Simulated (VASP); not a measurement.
**CoH4: single point with PBE**

The system is CoH4.

```
Co H
1.0
     4.92594    0.00000    0.00000
     0.00000    4.92594    0.00000
     0.00000    0.00000    2.27324
Co H
1 4
Cartesian
  2.4630 2.4630 1.1366
  3.2916 3.2916 0.0000
  1.6344 1.6344 0.0000
  1.6344 3.2916 0.0000
  3.2916 1.6344 0.0000
```

The cell was generated, and may not be a known phase.

| Quantity | Value |
| --- | --- |
| Program | VASP 6.6.1 |
| Task | single point |
| Functional | PBE |
| Potentials or basis | VASP PAW PBE potentials, release 64 (Co, H) |
| Cutoff | 520 eV |
| k mesh | 6 × 6 × 14 |
| Occupations | gaussian, width 0.1 eV |
| Spin | no spin polarisation |
| Dipole correction | no |
| Further INCAR settings | ALGO = Normal; EDIFF = 1e-07; NBANDS = 14 |

```json
{
 "Pressure": "-0.2 GPa",
 "Largest force": "0.007 eV/Å",
 "Band gap on the k mesh": "zero (an odd number of electrons rules out a gap without spin polarisation)"
}
```

Forces in eV/Å, atoms in the order of the input:
```
Co   0.000  0.000  0.000
H   -0.005 -0.005  0.000
H    0.005  0.005  0.000
H    0.005 -0.005  0.000
H   -0.005  0.005  0.000
```

Stress tensor (GPa, compression positive):
```
-0.16  0.00  0.00
 0.00 -0.16  0.00
 0.00  0.00 -0.25
```

Levels at points of the mesh, in eV from the Fermi level:
| k point | band 2 | band 3 | band 4 | band 5 | band 6 | band 7 | band 8 | band 9 | band 10 | band 11 |
| --- | --- | --- | --- | --- | --- | --- | --- | --- | --- | --- |
| (0.00, 0.00, 0.00) | -3.80 | -3.80 | -3.25 | -2.99 | -1.42 | -0.46 | -0.46 | 4.69 | 5.09 | 6.16 |
| (0.50, 0.00, 0.00) | -4.50 | -3.66 | -3.36 | -2.83 | -1.31 | -0.46 | -0.46 | 4.32 | 6.27 | 6.27 |
| (0.50, 0.50, 0.00) | -4.29 | -4.29 | -3.53 | -2.68 | -1.22 | -0.46 | -0.46 | 2.97 | 8.53 | 8.53 |
| (0.00, 0.00, 0.50) | -5.58 | -5.29 | -0.85 | -0.55 | -0.52 | 4.22 | 5.05 | 5.05 | 5.28 | 8.95 |
| (0.50, 0.00, 0.50) | -5.56 | -5.19 | -0.86 | -0.54 | -0.45 | 3.93 | 4.39 | 5.24 | 5.85 | 7.01 |
| (0.50, 0.50, 0.50) | -5.63 | -5.09 | -0.87 | -0.51 | -0.41 | 3.52 | 4.67 | 4.67 | 6.42 | 7.51 |

Run time: 73 s on 1 thread of Intel Xeon 8259CL, on a shared host, peak memory 0.21 GiB.

Caveat: the run has no spin polarisation, though such a crystal can be magnetic. Spin polarisation is off, so any magnetic state and its effect on volume and gap are missing.
